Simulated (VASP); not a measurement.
A run of VASP 6.6.1 is set up as follows.

Contents of INCAR:

```
SYSTEM = ZnO
PREC = Accurate
ENCUT = 520
EDIFF = 1E-6
ISMEAR = -1
SIGMA = 0.05
LREAL = .False.
LASPH = .True.
NELM = 100
ALGO = Normal
ISIF = 2
LWAVE = .False.
LCHARG = .False.
NBANDS = 26
```

The input KPOINTS:

```
Automatic mesh
0
Gamma
  9 9 4
  0 0 0
```

The input POSCAR:

```
ZnO
1.0
    3.2435297227      0.0000000000      0.0000000000
   -1.6217648613      2.8089791378      0.0000000000
    0.0000000000      0.0000000000      7.0340722211
Zn O
2 2
Direct
    0.0000000000      0.0000000000      0.2500000000
    0.0000000000      0.0000000000      0.7500000000
    0.6666666667      0.3333333333      0.7500000000
    0.3333333333      0.6666666667      0.2500000000
```

Potentials or basis: VASP PAW LDA potentials, release 64 (Zn, O).

Command:

```sh
$ cat potpaw_LDA.64/Zn/POTCAR potpaw_LDA.64/O/POTCAR > POTCAR
$ mpirun -np 1 vasp_std > vasp.out
```

Question: What does it give for the band gap on the k mesh?

Answer: 0.76 eV, direct.

Question: Estimate the pressure.

Answer: -3.9 GPa.

Stress tensor (GPa, compression positive):
```
-4.94  0.00  0.00
 0.00 -4.94  0.00
 0.00  0.00 -1.88
```

A k mesh can miss the band edges.
